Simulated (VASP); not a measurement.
# Cd49S47 (a cell with a defect) in VASP: single point with PBEsol

Aim: the single point of Cd49S47 (a cell with a defect) with PBEsol.

Program: VASP 6.6.1. These are calculated values, not measurements. Logs are shortened: lines on timing, memory, paths and dates and some standing lists are left out, and cuts for length are marked.

**1. The cell of the first run**

The cell holds a defect, 96 atoms: a = 12.371 Å, b = 14.284 Å, c = 13.421 Å, α = 90.00°, β = 90.00°, γ = 90.00°.

**2. Single point, PBEsol**

INCAR

```
PREC     = Accurate       # precision mode
ENCUT    = 400            # plane-wave cutoff, eV
EDIFF    = 1E-6           # SCF threshold, eV
ISMEAR   = -1             # smearing method
SIGMA    = 0.05           # smearing width, eV
LREAL    = Auto         
LASPH    = T              # aspherical terms in the spheres
NELM     = 120            # most SCF steps
ALGO     = Normal         # electronic algorithm
ISIF     = 2              # what is computed and relaxed
LWAVE    = F              # write WAVECAR
LCHARG   = F              # write CHGCAR
GGA      = PS             # functional
NBANDS   = 489            # bands
ISYM     = -1           
GGA_COMPAT= F            
KPAR     = 1
```

KPOINTS

```
explicit points
1
Reciprocal
  0.25000000   0.25000000   0.25000000 1
```

POSCAR

```
Cd49S47
1.0
   12.3705040000      0.0000000000      0.0000000000
    0.0000000000     14.2842280000      0.0000000000
    0.0000000000      0.0000000000     13.4212560000
Cd S
49 47
Direct
    0.1654600000      0.0776970000      0.2486680000
    0.1668390000      0.0862710000      0.7497650000
    0.9999330000      0.3317230000      0.2477190000
    0.0000900000      0.3341560000      0.7489450000
    0.5001440000      0.0804480000      0.2481470000
    0.5002780000      0.0847120000      0.7476760000
    0.3270060000      0.3229060000      0.2435560000
    0.3405660000      0.3397160000      0.7355630000
    0.1708570000      0.5818790000      0.2510570000
    0.1627480000      0.5827780000      0.7567080000
    0.0001470000      0.8294880000      0.2539340000
    0.0005900000      0.8347120000      0.7526240000
    0.8347220000      0.0777330000      0.2487040000
    0.8339070000      0.0866610000      0.7497290000
    0.6723620000      0.3230740000      0.2438630000
    0.6597640000      0.3397760000      0.7356070000
    0.4973150000      0.5435950000      0.2609810000
    0.5014830000      0.5802940000      0.7438430000
    0.3346170000      0.8245320000      0.2484310000
    0.3341230000      0.8389900000      0.7600950000
    0.8276860000      0.5817390000      0.2516630000
    0.8385050000      0.5825920000      0.7573890000
    0.6659150000      0.8241840000      0.2489370000
    0.6673570000      0.8396260000      0.7611270000
    0.5011890000      0.6138880000      0.4529980000
    0.0004860000      0.1763660000      0.4978100000
    0.0001700000      0.1660240000      0.9994050000
    0.3330150000      0.1654800000      0.4990480000
    0.3334900000      0.1672730000      0.9937060000
    0.1684770000      0.4223460000      0.4989870000
    0.1682690000      0.4144490000      0.9972670000
    0.9991630000      0.6650300000      0.5010040000
    0.0000250000      0.6656160000      0.0069490000
    0.6669700000      0.1662250000      0.4989500000
    0.6666890000      0.1672460000      0.9938180000
    0.4983490000      0.4204350000      0.4443420000
    0.4999410000      0.4108300000      0.9869810000
    0.3138340000      0.6944970000      0.5227780000
    0.3373970000      0.6619560000      0.0055320000
    0.1612710000      0.9243460000      0.5028400000
    0.1657960000      0.9156620000      0.0022230000
    0.8309790000      0.4222010000      0.4987970000
    0.8316060000      0.4142600000      0.9977300000
    0.6839390000      0.6951810000      0.5236450000
    0.6626150000      0.6619090000      0.0065350000
    0.5014240000      0.9197080000      0.5018580000
    0.5000650000      0.9177580000      0.0045960000
    0.8405910000      0.9257520000      0.5032760000
    0.8347570000      0.9159130000      0.0024310000
    0.0001580000      0.1640940000      0.1876650000
    0.0005240000      0.1684770000      0.6860100000
    0.3314950000      0.1574280000      0.1819350000
    0.3339460000      0.1684260000      0.6864530000
    0.1663290000      0.4154650000      0.1857010000
    0.1658750000      0.4193900000      0.6867490000
    0.9993190000      0.6620240000      0.1949370000
    0.0004870000      0.6681430000      0.6897060000
    0.6687290000      0.1575920000      0.1820680000
    0.6666090000      0.1685400000      0.6864080000
    0.4997530000      0.3903580000      0.1718520000
    0.5001180000      0.4236260000      0.6579910000
    0.3449050000      0.6555400000      0.1948520000
    0.3298530000      0.6702970000      0.7038840000
    0.1671590000      0.9100250000      0.1902470000
    0.1676330000      0.9182400000      0.6909100000
    0.8333380000      0.4153230000      0.1861340000
    0.8344780000      0.4194290000      0.6867350000
    0.6531500000      0.6549920000      0.1959910000
    0.6723420000      0.6712340000      0.7055620000
    0.5003330000      0.9120910000      0.1919820000
    0.5007480000      0.9165740000      0.6902320000
    0.8332650000      0.9101100000      0.1903790000
    0.8337520000      0.9186190000      0.6912510000
    0.1632690000      0.0877370000      0.4365770000
    0.1658680000      0.0813480000      0.9376040000
    0.9998050000      0.3422920000      0.4359520000
    0.9999040000      0.3323470000      0.9370400000
    0.5001060000      0.0854590000      0.4362200000
    0.5000590000      0.0817090000      0.9358260000
    0.3254370000      0.3292970000      0.4315660000
    0.3311020000      0.3317620000      0.9254170000
    0.1732500000      0.5905710000      0.4411810000
    0.1667020000      0.5833470000      0.9440830000
    0.0003870000      0.8333470000      0.4420880000
    0.0001530000      0.8310080000      0.9406160000
    0.8369330000      0.0889810000      0.4364770000
    0.8343160000      0.0815190000      0.9375750000
    0.6724590000      0.3303870000      0.4318410000
    0.6687460000      0.3317220000      0.9255490000
    0.5001430000      0.5796100000      0.9337920000
    0.3298140000      0.8468020000      0.4367210000
    0.3340930000      0.8309340000      0.9468540000
    0.8255660000      0.5904050000      0.4415800000
    0.8331790000      0.5831590000      0.9448450000
    0.6729260000      0.8480790000      0.4366410000
    0.6662360000      0.8309850000      0.9478450000
```

Potentials or basis: VASP PAW PBE potentials, release 64 (Cd, S).

Command:

```
> cat potpaw_PBE.64/Cd/POTCAR potpaw_PBE.64/S/POTCAR > POTCAR
> mpirun -np 4 vasp_std > vasp.out
```

OUTCAR:

```text
PREC = Accurate
   ENCUT = 400
   EDIFF = 1E-6
   ISMEAR = -1
   LREAL = Auto
   LASPH = T
   NELM = 120
   ISIF = 2
   GGA = PS
   ISYM = -1

 ion  position               nearest neighbor table
   1  0.165  0.078  0.249-  52 2.51  64 2.52  50 2.52  74 2.53
   2  0.167  0.086  0.750-  51 2.52  75 2.52  53 2.52  65 2.53
   3  1.000  0.332  0.248-  66 2.52  54 2.52  50 2.53  76 2.53
   4  0.000  0.334  0.749-  51 2.51  77 2.52  67 2.53  55 2.53
   5  0.500  0.080  0.248-  58 2.52  52 2.52  70 2.52  78 2.53
   6  0.500  0.085  0.748-  53 2.52  59 2.52  71 2.52  79 2.53
   7  0.327  0.323  0.244-  52 2.50  54 2.51  80 2.53  60 2.53  36 3.70
   8  0.341  0.340  0.736-  55 2.53  61 2.53  53 2.54  81 2.55
   9  0.171  0.582  0.251-  62 2.51  56 2.53  54 2.53  82 2.55
  10  0.163  0.583  0.757-  57 2.51  83 2.52  55 2.52  63 2.52
  11  0.000  0.829  0.254-  72 2.51  64 2.51  56 2.52  84 2.53
  12  0.001  0.835  0.753-  85 2.52  57 2.52  73 2.52  65 2.53
  13  0.835  0.078  0.249-  58 2.51  72 2.52  86 2.53  50 2.53
  14  0.834  0.087  0.750-  51 2.52  87 2.52  59 2.52  73 2.53
  15  0.672  0.323  0.244-  58 2.51  66 2.51  88 2.53  60 2.53  36 3.72
  16  0.660  0.340  0.736-  67 2.53  61 2.53  59 2.53  89 2.55
  17  0.497  0.544  0.261-  60 2.49  62 2.63  68 2.65  25 2.77  36 3.03
  18  0.501  0.580  0.744-  61 2.52  69 2.53  63 2.54  90 2.55
  19  0.335  0.825  0.248-  70 2.52  62 2.52  64 2.53  91 2.55
  20  0.334  0.839  0.760-  92 2.51  71 2.52  63 2.53  65 2.53
  21  0.828  0.582  0.252-  68 2.51  56 2.53  66 2.54  93 2.55
  22  0.839  0.583  0.757-  69 2.51  67 2.52  57 2.52  94 2.52
  23  0.666  0.824  0.249-  70 2.52  68 2.52  72 2.53  95 2.54
[... 10 lines left out ...]
  34  0.667  0.166  0.499-  78 2.51  88 2.51  59 2.52  86 2.52
  35  0.667  0.167  0.994-  79 2.52  89 2.52  87 2.52  58 2.53
  36  0.498  0.420  0.444-  80 2.51  88 2.51  25 2.77  61 2.87  17 3.03   7 3.70  15 3.72
  37  0.500  0.411  0.987-  60 2.50  89 2.51  81 2.51  90 2.51
  38  0.314  0.694  0.523-  63 2.46  91 2.47  82 2.54  25 2.75
  39  0.337  0.662  0.006-  90 2.52  83 2.53  92 2.54  62 2.54
  40  0.161  0.924  0.503-  74 2.50  84 2.51  91 2.52  65 2.53
  41  0.166  0.916  0.002-  85 2.52  92 2.52  75 2.52  64 2.52
  42  0.831  0.422  0.499-  67 2.52  93 2.52  88 2.52  76 2.53
[... 52 lines left out ...]
  95  0.673  0.848  0.437-  44 2.48  46 2.51  48 2.52  23 2.54
  96  0.666  0.831  0.948-  24 2.51  47 2.52  49 2.52  45 2.54

IMPORTANT INFORMATION: All symmetrisations will be switched off!
NOSYMM: (Re-)initialisation of all symmetry stuff for point group C_1.

----------------------------------------------------------------------------------------

                                     Primitive cell

  volume of cell :    2371.5775

  direct lattice vectors                    reciprocal lattice vectors
    12.370504000  0.000000000  0.000000000     0.080837450  0.000000000  0.000000000
     0.000000000 14.284228000  0.000000000     0.000000000  0.070007284  0.000000000
     0.000000000  0.000000000 13.421256000     0.000000000  0.000000000  0.074508675

  length of vectors
    12.370504000 14.284228000 13.421256000     0.080837450  0.070007284  0.074508675

  position of ions in fractional coordinates (direct lattice)
     0.165460000  0.077697000  0.248668000
     0.166839000  0.086271000  0.749765000
     0.999933000  0.331723000  0.247719000
     0.000090000  0.334156000  0.748945000
     0.500144000  0.080448000  0.248147000
     0.500278000  0.084712000  0.747676000
[... 88 lines left out ...]
     0.672926000  0.848079000  0.436641000
     0.666236000  0.830985000  0.947845000

  ion indices of the primitive-cell ions
   primitive index   ion index
                 1           1
                 2           2
                 3           3
                 4           4
                 5           5
                 6           6
[... 88 lines left out ...]
                95          95
                96          96

----------------------------------------------------------------------------------------

 KPOINTS: explicit points

Read explicit list of k-points.

 Found      1 k-points:

 Following reciprocal coordinates:
            Coordinates               Weight
  0.250000  0.250000  0.250000      1.000000
   k-points           NKPTS =      1   k-points in BZ     NKDIM =      1   number of bands    NBANDS=    492
   number of dos      NEDOS =    301   number of ions     NIONS =     96
   total plane-waves  NPLWV = 725760
   dimension x,y,z NGX =    84 NGY =   96 NGZ =   90
   dimension x,y,z NGXF=   168 NGYF=  192 NGZF=  180
   ions per type =              49  47
   NGX,Y,Z   is equivalent  to a cutoff of  11.29, 11.17, 11.15 a.u.
   NGXF,Y,Z  is equivalent  to a cutoff of  22.58, 22.35, 22.30 a.u.
 SYSTEM =  unknown system
   PREC   = accura    normal or accurate (medium, high low for compatibility)
   ISTART =      0    job   : 0-new  1-cont  2-samecut
   ICHARG =      2    charge: 1-file 2-atom 10-const
   ISPIN  =      1    spin polarized calculation?
   LNONCOLLINEAR =      F non collinear calculations
   LSORBIT =      F    spin-orbit coupling
   LASPH  =      T    aspherical Exc in radial PAW
   ENCUT  =  400.0 eV  29.40 Ry    5.42 a.u.  20.17 23.29 21.89*2*pi/ulx,y,z
   NELM   =    120;   NELMIN=  2; NELMDL= -5     # of ELM steps
   EDIFF  = 0.1E-05   stopping-criterion for ELM
   LREAL  =      T    real-space projection
   EDIFFG = 0.1E-04   stopping-criterion for IOM
   NSW    =      0    number of steps for IOM
   IBRION =     -1    ionic relax: 0-MD 1-quasi-New 2-CG
   NFREE  =      0    steps in history (QN), initial steepest desc. (CG)
   ISIF   =      2    stress and relaxation
   ISYM   =     -1    0-nonsym 1-usesym 2-fastsym
   POTIM  = 0.5000    time-step for ionic-motion
   TEBEG  =    0.0;   TEEND  =   0.0 temperature during run
   PSTRESS=    0.0 pullay stress
   NELECT =     870.0000    total number of electrons
   NUPDOWN=      -1.0000    fix difference up-down
   EMIN   =  10.00;   EMAX   =-10.00  energy-range for DOS
   EFERMI =   0.00;   METHOD = LEGACY
   ISMEAR =    -1;   SIGMA  =   0.05  broadening in eV -4-tet -1-fermi 0-gaus
   EFERMI_NEDOS =   21; number of points for ismear=-14 and -15
   IALGO  =     38    algorithm
   IMIX   =      4    mixing-type and parameters
     AMIX     =   0.40;   BMIX     =  1.00
     AMIX_MAG =   1.60;   BMIX_MAG =  1.00
  volume/ion in A,a.u.               =      24.70       166.71
  Fermi-wavevector in a.u.,A,eV,Ry     =   1.171931  2.214629 18.686553  1.373423
  Thomas-Fermi vector in A             =   2.308368
   LORBIT       =      0    0 simple, 1 ext, 2 COOP (PROOUT), +10 PAW based schemes
   GGA     = PS    functional components
   LHFCALC =     F    Hartree Fock is set to
   AEXX    =    0.0000 exact exchange contribution
   IVDW    =     0    specifies the selected vdW correction
   LEPSILON=     F    determine dielectric tensor
   LRPA    =     F    only Hartree local field effects (RPA)
 non-spin polarized calculation
  energy-cutoff  :      400.00
  volume of cell :     2371.58
 maximum number of plane-waves:     43075
 NGX is ok and might be reduce to    80
   NGX = 41   NGY = 47   NGZ = 43

 number of electron     870.0000002 magnetization

 Free energy of the ion-electron system (eV)
  ---------------------------------------------------
  ext. energy  EPLUGINS =         0.00000000
  ---------------------------------------------------
  free energy    TOTEN  =      -320.12879119 eV

  energy without entropy =     -320.12792463  energy(sigma->0) =     -320.12835791

 E-fermi :   2.6902     XC(G=0):  -9.4173

 val. band max:        2.3103756346   @ k =   0.2500   0.2500   0.2500
 cond. band min:       3.0705263635   @ k =   0.2500   0.2500   0.2500
 fundamental gap:      0.7601507289
 Fermi energy:         2.6901749250

 k-point     1 :       0.2500    0.2500    0.2500
  band No.  band energies     occupation
      1     -11.1446      2.00000
      2     -11.0429      2.00000
      3     -11.0226      2.00000
      4     -11.0080      2.00000
      5     -10.9382      2.00000
      6     -10.9238      2.00000
[... 439 lines left out ...]
    446       4.5307      0.00000
    447       4.5666      0.00000
 [bands above 447 left out]

------------------------ aborting loop because EDIFF is reached ----------------------------------------

  FORCE on cell =-STRESS in cart. coord.  units (eV):
  Direction    XX          YY          ZZ          XY          YZ          ZX
  --------------------------------------------------------------------------------------
  -------------------------------------------------------------------------------------
  Total        1.2616153      3.4285136      0.8687763      0.2023503      4.1786588      0.2538586
  in kB        0.8523151      2.3162164      0.5869231      0.1367027      2.8229953      0.1715004
  external PRESSURE =       1.2518182 kB  Pullay stress =       0.0000000 kB

 VOLUME and BASIS-vectors are now :
 -----------------------------------------------------------------------------
  energy-cutoff  :      400.00
  volume of cell :     2371.58
      direct lattice vectors                 reciprocal lattice vectors
    12.370504000  0.000000000  0.000000000     0.080837450  0.000000000  0.000000000
     0.000000000 14.284228000  0.000000000     0.000000000  0.070007284  0.000000000
     0.000000000  0.000000000 13.421256000     0.000000000  0.000000000  0.074508675

 POSITION                                       TOTAL-FORCE (eV/Angst)
 -----------------------------------------------------------------------------------
      2.04682      1.10984      3.33744         0.000361     -0.000567      0.003883
      2.06388      1.23231     10.06279        -0.000280      0.004540     -0.000347
     12.36968      4.73841      3.32470        -0.000000     -0.002405      0.003766
      0.00111      4.77316     10.05178        -0.000041      0.001599      0.003661
      6.18703      1.14914      3.33044        -0.000560     -0.000013      0.002690
      6.18869      1.21005     10.03475        -0.000613      0.000784     -0.002135
[... 88 lines left out ...]
      8.32443     12.11415      5.86027         0.000488      0.009370     -0.011990
      8.24168     11.86998     12.72127         0.000620      0.000568      0.001666
 -----------------------------------------------------------------------------------
    total drift:                               -0.000515     -0.009571      0.011585

  FREE ENERGIE OF THE ION-ELECTRON SYSTEM (eV)
  ---------------------------------------------------
  free  energy   TOTEN  =      -320.1287911869 eV

  energy  without entropy=     -320.1279246275  energy(sigma->0) =     -320.12835791
```

Wall time 9.9 min (4 MPI ranks of Intel Xeon Platinum 8259CL at 2.50GHz (Skylake/Cascade Lake), shared host); peak memory 0.62 GiB.

What came out:

* Free energy: -320.1288 eV
* Pressure: 0.1 GPa
* Largest force: 0.031 eV/Å
* Band gap on the k mesh: 0.76 eV

Forces on the atoms (eV/Å):
```
Cd   0.000 -0.001  0.004
Cd   0.000  0.005  0.000
Cd   0.000 -0.002  0.004
Cd   0.000  0.002  0.004
Cd  -0.001  0.000  0.003
Cd  -0.001  0.001 -0.002
Cd   0.000  0.006  0.010
Cd   0.012  0.008  0.001
Cd   0.003  0.000  0.000
Cd   0.002 -0.003  0.000
Cd   0.000  0.001  0.002
Cd   0.000  0.001 -0.001
Cd   0.000  0.001  0.003
Cd   0.001  0.006  0.000
Cd   0.002  0.005  0.010
Cd  -0.013  0.007  0.001
Cd  -0.002  0.001  0.013
Cd   0.000 -0.012 -0.010
Cd  -0.002 -0.004  0.001
Cd  -0.002  0.001  0.000
Cd  -0.003  0.002 -0.004
Cd   0.001 -0.005  0.001
Cd   0.003 -0.007  0.000
Cd   0.002  0.004 -0.002
Cd  -0.002  0.004  0.015
Cd   0.001  0.003  0.002
Cd   0.000  0.003  0.003
Cd  -0.001 -0.007  0.002
Cd  -0.001  0.002  0.000
Cd   0.002  0.004 -0.002
Cd   0.002 -0.003 -0.002
Cd  -0.001 -0.007 -0.002
Cd   0.000  0.005  0.003
Cd   0.000 -0.003  0.002
Cd   0.001  0.001  0.001
Cd  -0.004  0.023  0.001
Cd   0.000  0.005 -0.012
Cd  -0.009 -0.001 -0.002
Cd   0.005 -0.003  0.003
Cd   0.000 -0.004  0.007
Cd   0.001  0.003  0.001
Cd  -0.002  0.002 -0.001
Cd  -0.001 -0.003 -0.002
Cd   0.008  0.000 -0.003
Cd  -0.002  0.001  0.003
Cd  -0.001 -0.006  0.003
Cd  -0.001  0.002  0.003
Cd   0.003 -0.002  0.007
Cd  -0.001  0.004  0.002
S    0.001  0.004 -0.004
S   -0.001  0.001 -0.002
S    0.001  0.000  0.000
S   -0.003  0.002  0.005
S    0.000  0.000  0.002
S    0.001 -0.002  0.006
S   -0.001 -0.005  0.005
S   -0.001 -0.002 -0.001
S    0.000 -0.001  0.000
S    0.004  0.001  0.003
S    0.000 -0.010 -0.009
S    0.000 -0.001 -0.031
S    0.011 -0.004 -0.003
S    0.009 -0.009  0.016
S    0.000  0.000 -0.001
S    0.001  0.000 -0.005
S   -0.002  0.001  0.004
S   -0.001  0.000  0.004
S   -0.014 -0.003 -0.002
S   -0.004 -0.008  0.014
S    0.000  0.004  0.003
S    0.000  0.004 -0.002
S   -0.002  0.001  0.000
S    0.000  0.000 -0.005
S    0.001  0.004 -0.006
S    0.001 -0.003 -0.001
S    0.000  0.004 -0.009
S    0.001  0.000 -0.004
S    0.000 -0.010 -0.002
S    0.000 -0.006 -0.002
S   -0.010 -0.008  0.002
S   -0.008 -0.004 -0.008
S    0.002 -0.005 -0.012
S    0.001  0.003  0.004
S   -0.001 -0.002  0.008
S    0.000 -0.001  0.000
S    0.000  0.005 -0.004
S   -0.001 -0.003  0.002
S    0.008 -0.005  0.003
S    0.008 -0.004 -0.009
S   -0.001 -0.001 -0.008
S    0.004  0.009 -0.012
S    0.000  0.001  0.002
S   -0.002 -0.002 -0.009
S   -0.001  0.003  0.005
S    0.000  0.009 -0.012
S    0.001  0.001  0.002
```

Levels at points of the mesh, in eV from the valence-band top:
```
           k point  band 431  band 432  band 433  band 434  band 435  band 436  band 437  band 438  band 439  band 440
(0.25, 0.25, 0.25)     -1.46     -1.44     -1.30     -1.22      0.00      0.76      0.99      1.14      1.69      1.82
```

Caveat: the PAW data sets were made with another functional, which shifts forces and pressure a little.
